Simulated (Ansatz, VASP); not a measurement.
# KCl: VASP beside Ansatz

```
CELL_PARAMETERS angstrom
0.00000 3.15610 3.28234
3.15610 0.00000 3.28234
3.15610 3.15610 0.00000
ATOMIC_POSITIONS crystal
K 0.00000 0.00000 0.00000
Cl 0.50000 0.50000 0.50000
```

Change from the starting cell: strain +0.000 along x and y, +0.040 along z, atoms carried along.

Alike in both runs: task single point; functional PBEsol; k mesh 6 × 6 × 6; occupations gaussian, width 0.05 eV; no spin polarisation.

```csv
,VASP,Ansatz
version,VASP 6.6.1,Ansatz 0.2.0
potentials or method,"VASP PAW PBE potentials, release 64 (K_sv, Cl), cutoff 520 eV","scalar-relativistic, plane waves, PAW"
valence electrons in the cell,16,16
```

```tsv
	VASP	Ansatz	Ansatz less VASP
gap on the k mesh at the Fermi level (eV)	4.87	4.87	+0.003
least direct gap on the mesh (eV)	4.87	4.87	+0.003
pressure (GPa)	-1.0	-1.0	-0.03
traceless stress, the component that is largest in VASP (GPa)	-0.58	-0.57	+0.016
```

VASP's potentials were made for PBE, not for PBEsol. With one functional, cell and mesh, what is left measures potentials, basis and numerics.
